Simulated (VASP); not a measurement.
# Be2ZnSe3 (P1) in VASP: single point with PBE

Aim: the single point of Be2ZnSe3 with PBE.

Everything below comes from runs of VASP 6.6.1. Logs are shortened: lines on timing, memory, paths and dates and some standing lists are left out, and cuts for length are marked.

## 1. The cell of the first run

The typed cell holds 12 atoms: a = 3.679 Å, b = 6.439 Å, c = 10.301 Å, α = 85.20°, β = 87.05°, γ = 82.37°.

## 2. Single point, PBE

INCAR reads:

```
SYSTEM = Be2ZnSe3
ALGO = Normal ; EDIFF = 1E-7
ENCUT = 520 ; GGA = PE
ISIF = 2 ; ISMEAR = 0
LASPH = .TRUE. ; LCHARG = .FALSE.
LREAL = .FALSE. ; LWAVE = .FALSE.
NBANDS = 46 ; NELM = 100
PREC = Accurate ; SIGMA = 0.02
```

KPOINTS reads:

```
k-points
0
G
  8 4 4
  0 0 0
```

POSCAR reads:

```
Be2ZnSe3
1.0
    3.6786969713      0.0052848225     -0.0012334608
    0.8456146625      6.3833290581      0.0015564849
    0.5322206632      0.7958204717     10.2560300768
Be Zn Se
4 2 6
Direct
    0.2864187205      0.3351771371      0.9394663784
    0.2633283338      0.0629794486      0.5833787969
    0.6661878442      0.1670912882      0.2791677845
    0.6788732104      0.8440200673      0.7942509870
    0.0598229867      0.6425321667      0.3967457600
    0.0632055529      0.8828547427      0.0770039209
    0.7877205915      0.2580738798      0.0641631776
    0.8278319044      0.8475042342      0.5780483521
    0.1454322554      0.2654999144      0.3888239367
    0.2023995376      0.6890917120      0.8887008843
    0.5522423312      0.8231647081      0.2506968776
    0.4665367315      0.1820107009      0.7595531441
```

Potentials or basis: VASP PAW PBE potentials, release 64 (Be, Zn, Se).

On the command line:

```sh
$ cat potpaw_PBE.64/Be/POTCAR potpaw_PBE.64/Zn/POTCAR potpaw_PBE.64/Se/POTCAR > POTCAR
$ mpirun -np 1 vasp_std > vasp.out
```

OUTCAR:

```text
SYSTEM = Be2ZnSe3
   EDIFF = 1E-7
   ENCUT = 520
   GGA = PE
   ISIF = 2
   ISMEAR = 0
   LASPH = .TRUE.
   LREAL = .FALSE.
   NELM = 100
   PREC = Accurate

 ion  position               nearest neighbor table
   1  0.286  0.335  0.939-  12 2.20   7 2.27   7 2.28  10 2.28
   2  0.263  0.063  0.583-  12 2.23   8 2.26   9 2.33   8 2.34
   3  0.666  0.167  0.279-   9 2.22   7 2.28   9 2.33  11 2.35
   4  0.679  0.844  0.794-  12 2.22   8 2.26  10 2.27  10 2.27
   5  0.060  0.643  0.397-   9 2.41   8 2.43  11 2.55  11 2.62
   6  0.063  0.883  0.077-  10 2.39   7 2.49  11 2.57  11 2.57
   7  0.788  0.258  0.064-   1 2.27   1 2.28   3 2.28   6 2.49
   8  0.828  0.848  0.578-   2 2.26   4 2.26   2 2.34   5 2.43
   9  0.145  0.265  0.389-   3 2.22   3 2.33   2 2.33   5 2.41
  10  0.202  0.689  0.889-   4 2.27   4 2.27   1 2.28   6 2.39
  11  0.552  0.823  0.251-   3 2.35   5 2.55   6 2.57   6 2.57   5 2.62
  12  0.467  0.182  0.760-   1 2.20   4 2.22   2 2.23

  LATTYP: Found a triclinic cell.
 ALAT       =     6.4390959338
 B/A-ratio  =     0.5713070611
 C/A-ratio  =     1.5996994968
 COS(alpha) =     0.0514458945
 COS(beta)  =     0.0836164521
 COS(gamma) =     0.1327489947

  Lattice vectors:

 A1 = (  -0.8456146625,  -6.3833290581,  -0.0015564849)
 A2 = (  -3.6786969713,  -0.0052848225,   0.0012334608)
 A3 = (  -0.5322206632,  -0.7958204717, -10.2560300768)

Analysis of symmetry for initial positions (statically):
=====================================================================
 Subroutine PRICEL returns:
 Original cell was already a primitive cell.

 Routine SETGRP: Setting up the symmetry group for a
 triclinic supercell.

 Subroutine GETGRP returns: Found  1 space group operations
 (whereof  1 operations were pure point group operations)
 out of a pool of  2 trial point group operations.

The static configuration has the point symmetry C_1 .

Analysis of symmetry for dynamics (positions and initial velocities):
=====================================================================
 Subroutine PRICEL returns:
 Original cell was already a primitive cell.

 Routine SETGRP: Setting up the symmetry group for a
 triclinic supercell.

 Subroutine GETGRP returns: Found  1 space group operations
 (whereof  1 operations were pure point group operations)
 out of a pool of  2 trial point group operations.

The dynamic configuration has the point symmetry C_1 .

 Subroutine INISYM returns: Found  1 space group operations
 (whereof  1 operations are pure point group operations),
 and found     1 'primitive' translations

----------------------------------------------------------------------------------------

                                     Primitive cell

  volume of cell :     240.7885

  direct lattice vectors                    reciprocal lattice vectors
     3.678696971  0.005284823 -0.001233461     0.271883327 -0.036014267 -0.011314420
     0.845614662  6.383329058  0.001556485    -0.000229176  0.156691390 -0.012146634
     0.532220663  0.795820472 10.256030077     0.000032733 -0.000028111  0.097504097

  length of vectors
     3.678700974  6.439095934 10.300618525     0.274491507  0.157161652  0.097504106

  position of ions in fractional coordinates (direct lattice)
     0.286418721  0.335177137  0.939466378
     0.263328334  0.062979449  0.583378797
     0.666187844  0.167091288  0.279167784
     0.678873210  0.844020067  0.794250987
     0.059822987  0.642532167  0.396745760
     0.063205553  0.882854743  0.077003921
     0.787720591  0.258073880  0.064163178
     0.827831904  0.847504234  0.578048352
     0.145432255  0.265499914  0.388823937
     0.202399538  0.689091712  0.888700884
     0.552242331  0.823164708  0.250696878
     0.466536731  0.182010701  0.759553144

  ion indices of the primitive-cell ions
   primitive index   ion index
                 1           1
                 2           2
                 3           3
                 4           4
                 5           5
                 6           6
                 7           7
                 8           8
                 9           9
                10          10
                11          11
                12          12

----------------------------------------------------------------------------------------

 KPOINTS: k-points

Automatic generation of k-mesh.
 Grid dimensions read from file:
 generate k-points for:    8    4    4

 Generating k-lattice:

  Cartesian coordinates                     Fractional coordinates (reciprocal lattice)
     0.033985416 -0.004501783 -0.001414303     0.125000000  0.000000000  0.000000000
    -0.000057294  0.039172847 -0.003036658     0.000000000  0.250000000  0.000000000
     0.000008183 -0.000007028  0.024376024     0.000000000  0.000000000  0.250000000

  Length of vectors
     0.034311438  0.039290413  0.024376027

  Shift w.r.t. Gamma in fractional coordinates (k-lattice)
     0.000000000  0.000000000  0.000000000

 Subroutine IBZKPT returns following result:
 ===========================================

 Found     68 irreducible k-points:

 Following reciprocal coordinates:
            Coordinates               Weight
  0.000000  0.000000  0.000000      1.000000
  0.125000 -0.000000 -0.000000      2.000000
  0.250000 -0.000000 -0.000000      2.000000
  0.375000 -0.000000 -0.000000      2.000000
  0.500000 -0.000000 -0.000000      1.000000
  0.000000  0.250000  0.000000      2.000000
[... 16 lines left out ...]
  0.500000 -0.000000  0.250000      2.000000
 -0.375000  0.000000  0.250000      2.000000
 [... further k-points ...]
   k-points           NKPTS =     68   k-points in BZ     NKDIM =     68   number of bands    NBANDS=     46
   number of dos      NEDOS =    301   number of ions     NIONS =     12
   total plane-waves  NPLWV = 107520
   dimension x,y,z NGX =    28 NGY =   48 NGZ =   80
   dimension x,y,z NGXF=    56 NGYF=   96 NGZF=  160
   ions per type =               4   2   6
   NGX,Y,Z   is equivalent  to a cutoff of  12.65, 12.39, 12.91 a.u.
   NGXF,Y,Z  is equivalent  to a cutoff of  25.31, 24.79, 25.82 a.u.
 SYSTEM =  Be2ZnSe3
   PREC   = accura    normal or accurate (medium, high low for compatibility)
   ISTART =      0    job   : 0-new  1-cont  2-samecut
   ICHARG =      2    charge: 1-file 2-atom 10-const
   ISPIN  =      1    spin polarized calculation?
   LNONCOLLINEAR =      F non collinear calculations
   LSORBIT =      F    spin-orbit coupling
   LASPH  =      T    aspherical Exc in radial PAW
   ENCUT  =  520.0 eV  38.22 Ry    6.18 a.u.   6.84 11.97 19.15*2*pi/ulx,y,z
   NELM   =    100;   NELMIN=  2; NELMDL= -5     # of ELM steps
   EDIFF  = 0.1E-06   stopping-criterion for ELM
   LREAL  =      F    real-space projection
   EDIFFG = 0.1E-05   stopping-criterion for IOM
   NSW    =      0    number of steps for IOM
   IBRION =     -1    ionic relax: 0-MD 1-quasi-New 2-CG
   NFREE  =      0    steps in history (QN), initial steepest desc. (CG)
   ISIF   =      2    stress and relaxation
   ISYM   =      2    0-nonsym 1-usesym 2-fastsym
   POTIM  = 0.5000    time-step for ionic-motion
   TEBEG  =    0.0;   TEEND  =   0.0 temperature during run
   PSTRESS=    0.0 pullay stress
   NELECT =      68.0000    total number of electrons
   NUPDOWN=      -1.0000    fix difference up-down
   EMIN   =  10.00;   EMAX   =-10.00  energy-range for DOS
   EFERMI =   0.00;   METHOD = LEGACY
   ISMEAR =     0;   SIGMA  =   0.02  broadening in eV -4-tet -1-fermi 0-gaus
   EFERMI_NEDOS =   21; number of points for ismear=-14 and -15
   IALGO  =     38    algorithm
   IMIX   =      4    mixing-type and parameters
     AMIX     =   0.40;   BMIX     =  1.00
     AMIX_MAG =   1.60;   BMIX_MAG =  1.00
  volume/ion in A,a.u.               =      20.07       135.41
  Fermi-wavevector in a.u.,A,eV,Ry     =   1.074070  2.029698 15.696038  1.153626
  Thomas-Fermi vector in A             =   2.209888
   LORBIT       =      0    0 simple, 1 ext, 2 COOP (PROOUT), +10 PAW based schemes
   GGA     = PE    functional components
   LHFCALC =     F    Hartree Fock is set to
   AEXX    =    0.0000 exact exchange contribution
   IVDW    =     0    specifies the selected vdW correction
   LEPSILON=     F    determine dielectric tensor
   LRPA    =     F    only Hartree local field effects (RPA)
 non-spin polarized calculation
 Gauss-broadening in eV      SIGMA  =   0.02
  energy-cutoff  :      520.00
  volume of cell :      240.79
 maximum number of plane-waves:      6515
   NGX = 13   NGY = 23   NGZ = 39

 number of electron      68.0000019 magnetization

 Free energy of the ion-electron system (eV)
  ---------------------------------------------------
  ext. energy  EPLUGINS =         0.00000000
  ---------------------------------------------------
  free energy    TOTEN  =       -44.99711909 eV

  energy without entropy =      -44.99711909  energy(sigma->0) =      -44.99711909

 E-fermi :   3.0379     XC(G=0):  -9.1119

 val. band max:        2.9460899818   @ k =   0.0000   0.5000   0.5000
 cond. band min:       3.8527722447   @ k =   0.5000  -0.0000  -0.0000
 fundamental gap:      0.9066822629
 Fermi energy:         3.0378774040

 k-point     1 :       0.0000    0.0000    0.0000
  band No.  band energies     occupation
      1     -11.3802      2.00000
      2     -10.7441      2.00000
      3     -10.6008      2.00000
      4     -10.2740      2.00000
      5     -10.0536      2.00000
      6      -9.1852      2.00000
[... 38 lines left out ...]
     45       8.1951      0.00000
     46       8.2795      0.00000

 k-point     2 :       0.1250   -0.0000   -0.0000
  band No.  band energies     occupation
      1     -11.2850      2.00000
      2     -10.6759      2.00000
      3     -10.5293      2.00000
      4     -10.2225      2.00000
      5     -10.0156      2.00000
      6      -9.1419      2.00000
[... 1070 lines left out ...]
 k-point    24 :      -0.3750    0.0000    0.2500
  band No.  band energies     occupation
      1     -10.6315      2.00000
      2     -10.3880      2.00000
      3     -10.1179      2.00000
      4     -10.0074      2.00000
      5      -9.8461      2.00000
      6      -8.9301      2.00000
[... 38 lines left out ...]
     45       8.4837      0.00000
     46       8.6767      0.00000

 [... further k-points ...]
[... 5 lines left out ...]
  --------------------------------------------------------------------------------------
  -------------------------------------------------------------------------------------
  Total        0.2087369      0.2973055      0.2819526     -0.0066152      0.0476591      0.0084133
  in kB        1.3889101      1.9782345      1.8760781     -0.0440171      0.3171177      0.0559810
  external PRESSURE =       1.7477409 kB  Pullay stress =       0.0000000 kB

 VOLUME and BASIS-vectors are now :
 -----------------------------------------------------------------------------
  energy-cutoff  :      520.00
  volume of cell :      240.79
      direct lattice vectors                 reciprocal lattice vectors
     3.678696971  0.005284823 -0.001233461     0.271883327 -0.036014267 -0.011314420
     0.845614662  6.383329058  0.001556485    -0.000229176  0.156691390 -0.012146634
     0.532220663  0.795820472 10.256030077     0.000032733 -0.000028111  0.097504097

 POSITION                                       TOTAL-FORCE (eV/Angst)
 -----------------------------------------------------------------------------------
      1.83708      2.88871      9.63536        -0.001235      0.000185      0.003335
      1.33245      0.86767      5.98292         0.001298      0.003293     -0.006579
      2.74058      1.29229      2.86259         0.003873      0.003102     -0.001889
      3.63380      6.02333      8.14634         0.001285     -0.006335      0.005292
      0.97456      4.41755      4.06996         0.012159      0.001052      0.000524
      1.02005      5.69717      0.79105         0.004823      0.002315      0.007358
      3.15017      1.70260      0.65749        -0.003304      0.014600     -0.000767
      4.06965      5.87430      5.92878        -0.005442      0.000890      0.004652
      0.96645      2.00498      3.98802        -0.007155     -0.015511      0.005050
      1.80026      5.10702      9.11537         0.000458     -0.012912     -0.013830
      2.86104      5.45696      2.57175        -0.010329     -0.002712     -0.000462
      2.27441      1.76877      7.78971         0.003568      0.012032     -0.002683
 -----------------------------------------------------------------------------------
    total drift:                               -0.000079      0.002695      0.001828

  FREE ENERGIE OF THE ION-ELECTRON SYSTEM (eV)
  ---------------------------------------------------
  free  energy   TOTEN  =       -44.9971190896 eV

  energy  without entropy=      -44.9971190896  energy(sigma->0) =      -44.99711909
```

It took 8.6 min on 1 thread of Intel Xeon 6975P-C (Granite Rapids), shared host; peak memory 0.72 GiB.

What came out:

| Quantity | Value |
| --- | --- |
| Free energy | -44.9971 eV |
| Pressure | 0.2 GPa |
| Largest force | 0.019 eV/Å |
| Band gap on the k mesh | 0.91 eV (least direct gap 1.25 eV) |

Forces on the atoms (eV/Å):
```
Be  -0.001  0.000  0.003
Be   0.001  0.003 -0.007
Be   0.004  0.003 -0.002
Be   0.001 -0.006  0.005
Zn   0.012  0.001  0.001
Zn   0.005  0.002  0.007
Se  -0.003  0.015 -0.001
Se  -0.005  0.001  0.005
Se  -0.007 -0.016  0.005
Se   0.000 -0.013 -0.014
Se  -0.010 -0.003  0.000
Se   0.004  0.012 -0.003
```

Levels at points of the mesh, in eV from the valence-band top:
```csv
k point,band 30,band 31,band 32,band 33,band 34,band 35,band 36,band 37,band 38,band 39
"(0.00, 0.00, 0.00)",-1.36,-1.17,-0.91,-0.86,-0.07,1.19,2.73,3.27,3.32,3.45
"(0.50, 0.00, 0.00)",-2.45,-2.24,-2.07,-1.63,-1.42,0.91,1.86,2.79,3.32,3.61
"(0.00, 0.50, 0.00)",-1.60,-1.42,-1.15,-1.12,-0.01,1.91,2.38,2.51,2.96,3.30
"(0.50, 0.50, 0.00)",-2.54,-2.26,-1.74,-1.65,-1.45,1.34,2.06,2.51,3.09,3.41
"(0.00, 0.00, 0.50)",-1.55,-1.42,-1.09,-0.92,-0.08,1.78,3.07,3.22,3.32,3.46
"(0.50, 0.00, 0.50)",-2.33,-2.27,-1.93,-1.67,-1.25,1.22,2.18,2.62,3.12,3.40
"(0.00, 0.50, 0.50)",-1.72,-1.47,-1.42,-1.21,0.00,1.63,2.32,3.06,3.31,3.41
"(0.50, 0.50, 0.50)",-2.23,-2.05,-1.83,-1.48,-1.41,1.13,1.94,2.66,3.16,3.32
```
